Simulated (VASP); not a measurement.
A run of VASP 6.6.1 is set up as follows.

The input INCAR:

```
PREC = Accurate
ENCUT = 600
EDIFF = 1E-6
ISMEAR = 0
SIGMA = 0.1
LREAL = False
LASPH = True
NELM = 100
ALGO = Normal
ISIF = 3
LWAVE = False
LCHARG = False
GGA = PE
IBRION = 2
NSW = 100
EDIFFG = -0.05
```

KPOINTS

```
regular mesh
0
Gamma
  6 6 4
```

Contents of POSCAR:

```
HfO2
1.0
    3.5580193300      0.0000000000      0.0000000000
    0.0000000000      3.5580193300      0.0000000000
    0.0000000000      0.0000000000      5.1718612100
Hf O
2 4
Direct
    0.5000000000      0.5000000000      0.5000000000
    0.0000000000      0.0000000000      0.0000000000
    0.0000000000      0.5000000000      0.6972078800
    0.5000000000      0.0000000000      0.8027921200
    0.5000000000      0.0000000000      0.3027921200
    0.0000000000      0.5000000000      0.1972078800
```

Potentials or basis: VASP PAW PBE potentials, release 64 (Hf_pv, O).

Launch:

```bash
$ cat potpaw_PBE.64/Hf_pv/POTCAR potpaw_PBE.64/O/POTCAR > POTCAR
$ mpirun -np 1 vasp_std > vasp.out
```

(1) Estimate the band gap on the k mesh.

(2) Estimate the relaxed cell.

(3) Estimate the relaxed volume.

Answers

(1) 4.65 eV (least direct gap 4.73 eV).

(2) a = 3.588 Å, b = 3.588 Å, c = 5.210 Å, α = 90.00°, β = 90.00°, γ = 90.00°.

(3) 11.18 Å³/atom.

Caveat: spin-orbit coupling is left out, which moves the levels of the heavy elements.
